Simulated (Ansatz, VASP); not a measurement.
Cu: VASP beside Ansatz

Contents of INCAR:

```
SYSTEM = Cu
PREC = Accurate ; ENCUT = 520
EDIFF = 1E-7 ; ISMEAR = -1
SIGMA = 0.1 ; LREAL = .False.
LASPH = .True. ; NELM = 80
ALGO = Normal ; ISIF = 2
LWAVE = .False. ; LCHARG = .True.
GGA = PE ; LELF = .True.
LVHAR = .True. ; NBANDS = 12
```

Contents of KPOINTS:

```
regular mesh
0
Gamma
  20 20 20
  0 0 0
```

The input POSCAR:

```
Cu
1.0
   -1.4427933200      1.4427933200      1.3760814500
    1.4427933200     -1.4427933200      1.3760814500
    1.4427933200      1.4427933200     -1.3760814500
Cu
1
Direct
    0.0000000000      0.0000000000      0.0000000000
```

Input for Ansatz:

```yaml
crystal:
  lattice:
    - [-1.44279332, 1.44279332, 1.37608145]
    - [1.44279332, -1.44279332, 1.37608145]
    - [1.44279332, 1.44279332, -1.37608145]
  atoms:
    - { symbol: Cu, position: [0.0, 0.0, 0.0] }
basis:
  ecutwfc: 420
kpoints:
  mp_grid: { grid: [20, 20, 20] }
hamiltonian:
  xc: pbe
scf:
  occupations: { method: fermi_dirac, width: 0.1 }
output:
  forces: true
  stress: true
  eigenvalues: true
  write_density: true
  write_potential: true
  elf: true
  volumetric_format: npy
```

Alike in both runs: task single point; functional PBE; k mesh 20 × 20 × 20; occupations fermi-dirac, width 0.1 eV; no spin polarisation.

|  | VASP | Ansatz |
| --- | --- | --- |
| version | VASP 6.6.1 | Ansatz 0.2.0 |
| potentials or method | VASP PAW PBE potentials, release 64 (Cu), cutoff 520 eV | scalar-relativistic, plane waves, PAW |
| valence electrons in the cell | 11 | 19 |

|  | VASP | Ansatz | Ansatz less VASP |
| --- | --- | --- | --- |
| gap on the k mesh at the Fermi level (eV) | none | none | - |
| pressure (GPa) | 7.9 | 7.3 | -0.56 |
| traceless stress, the component that is largest in VASP (GPa) | -0.14 | -0.14 | 0.000 |

A gap of «none» marks a metal or a gap that the smearing closes. With one functional, cell and mesh, what is left measures potentials, basis and numerics. VASP's potentials hold 11 valence electrons a cell and Ansatz's 19, so a difference there can come from the potentials and not from the codes.
